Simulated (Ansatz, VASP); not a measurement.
# RbBr: VASP beside Ansatz

Contents of INCAR:

```
SYSTEM = RbBr
PREC     = Accurate       ! precision mode
ENCUT    = 520            ! plane-wave cutoff, eV
EDIFF    = 1E-6           ! SCF threshold, eV
ISMEAR   = -1             ! smearing method
SIGMA    = 0.02           ! smearing width, eV
LREAL    = .FALSE.        ! projectors in reciprocal space
LASPH    = .TRUE.         ! aspherical terms in the spheres
NELM     = 100            ! most SCF steps
ALGO     = Normal         ! electronic algorithm
ISIF     = 2              ! what is computed and relaxed
LWAVE    = .FALSE.        ! write WAVECAR
LCHARG   = .FALSE.        ! write CHGCAR
GGA      = PE             ! functional
NBANDS   = 15             ! bands
```

Contents of KPOINTS:

```
regular mesh
0
G
  6 6 6
  0 0 0
```

Contents of POSCAR:

```
RbBr
1.0
    0.0346082605      3.4954343121      3.4954343121
    3.4954343121      0.0346082605      3.4954343121
    3.4954343121      3.4954343121      0.0346082605
Rb Br
1 1
Direct
    0.0000000000      0.0000000000      0.0000000000
    0.5000000000      0.5000000000      0.5000000000
```

Input for Ansatz:

```yaml
crystal:
  lattice:
    - [0.0346082605, 3.4954343121, 3.4954343121]
    - [3.4954343121, 0.0346082605, 3.4954343121]
    - [3.4954343121, 3.4954343121, 0.0346082605]
  atoms:
    - { symbol: Rb, position: [0.0, 0.0, 0.0] }
    - { symbol: Br, position: [0.5, 0.5, 0.5] }
kpoints:
  mp_grid: { grid: [6, 6, 6] }
  band_path:
    path:
      - [0.0, 0.0, 0.0]
      - [0.5, 0.0, 0.5]
      - [0.625, 0.25, 0.625]
      - [0.375, 0.375, 0.75]
      - [0.5, 0.5, 0.5]
      - [0.5, 0.25, 0.75]
    npoints: 1
hamiltonian:
  xc: pbe
scf:
  occupations: { method: fermi_dirac, width: 0.02 }
  n_extra_bands: 4
output:
  forces: true
  stress: true
  eigenvalues: true
```

Change from the starting cell: shear_111 strain +1.5%.

Alike in both runs: task single point; functional PBE; k mesh 6 × 6 × 6; occupations fermi-dirac, width 0.02 eV; no spin polarisation.

|  | VASP | Ansatz |
| --- | --- | --- |
| version | VASP 6.6.1 | Ansatz 0.2.0 |
| potentials or method | VASP PAW PBE potentials, release 64 (Rb_sv, Br) | plane waves, PAW |
| plane-wave cutoff (eV) | 520 | 420 |
| valence electrons in the cell | 16 | 16 |

|  | VASP | Ansatz | Ansatz less VASP |
| --- | --- | --- | --- |
| gap on the k mesh at the Fermi level (eV) | 4.24 | 4.25 | +0.002 |
| pressure (GPa) | 0.4 | 0.3 | -0.02 |

With one functional, cell and mesh, what is left measures potentials, basis and numerics.
